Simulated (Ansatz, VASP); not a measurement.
# CrFe3 in VASP and in Ansatz

```
Cr Fe
1.0
     3.56403    0.00000    0.00000
     0.00000    3.56403    0.00000
     0.00000    0.00000    3.56403
Cr Fe
1 3
Direct
  0.00000 0.00000 0.00000
  0.00000 0.50000 0.50000
  0.50000 0.50000 0.00000
  0.50000 0.00000 0.50000
```

Alike in both runs: task single point; functional r2SCAN; k mesh 10 × 10 × 10; occupations gaussian, width 0.05 eV; collinear spin.

```csv
,VASP,Ansatz
version,VASP 6.6.1,Ansatz 0.2.0
potentials or method,"VASP PAW PBE potentials, release 64 (Cr_pv, Fe), cutoff 520 eV","scalar-relativistic, plane waves, PAW"
valence electrons in the cell,36,62
```

|  | VASP | Ansatz | Ansatz less VASP |
| --- | --- | --- | --- |
| gap on the k mesh at the Fermi level (eV) | none | none | - |
| net moment per atom (μB) | 0.94 | 0.94 | +0.002 |
| size of the moment on the site where the two differ most (μB) | 3.12 | 2.83 | -0.288 |

VASP's potentials were made for PBE, not for r2SCAN. Site moments also hang on the region over which each program counts them. A gap of «none» marks a metal or a gap that the smearing closes. With one functional, cell and mesh, what is left measures potentials, basis and numerics. VASP's potentials hold 36 valence electrons a cell and Ansatz's 62, so a difference there can come from the potentials and not from the codes. Ansatz's warnings: moment headroom below auto, stability check not made.
